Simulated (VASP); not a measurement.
Input of a VASP 6.6.1 run:

The input INCAR:

```
  PREC = Accurate
  ENCUT = 600
  EDIFF = 1E-6
  ISMEAR = -1
  SIGMA = 0.05
  LREAL = False
  LASPH = True
  NELM = 60
  ALGO = Normal
  ISIF = 3
  LWAVE = False
  LCHARG = False
  GGA = CA
  IBRION = 2
  NSW = 100
  EDIFFG = -0.002
```

File KPOINTS:

```
Automatic mesh
0
Gamma
  12 12 12
```

File POSCAR:

```
MgS
1.0
    0.0000000000      2.6016500000      2.6016500000
    2.6016500000      0.0000000000      2.6016500000
    2.6016500000      2.6016500000      0.0000000000
Mg S
1 1
Direct
    0.0000000000      0.0000000000      0.0000000000
    0.5000000000      0.5000000000      0.5000000000
```

Potentials or basis: VASP PAW LDA potentials, release 64 (Mg, S).

The run is started by

```bash
$ cat potpaw_LDA.64/Mg/POTCAR potpaw_LDA.64/S/POTCAR > POTCAR
$ mpirun -np 1 vasp_std > vasp.out
```

Q: Predict the space group after relaxing (to 0.05 Å).

A: Fm-3m (No. 225).

Q: Estimate the band gap on the k mesh.

A: 2.66 eV, indirect (least direct gap 3.89 eV).

Q: Estimate the relaxed cell.

A: a = 3.619 Å, b = 3.619 Å, c = 3.619 Å, α = 60.00°, β = 60.00°, γ = 60.00°.

Step by step:
```
step  energy change (eV)  largest force (eV/Å)  pressure (GPa)  volume (Å³)
   1              0.0000                0.0000           -3.83        35.22
   2             -0.0200                0.0000            1.05        33.12
   3             -0.0212                0.0000            0.00        33.51
```

A k mesh can miss the band edges. Zero-point motion and thermal expansion aren't in these numbers.
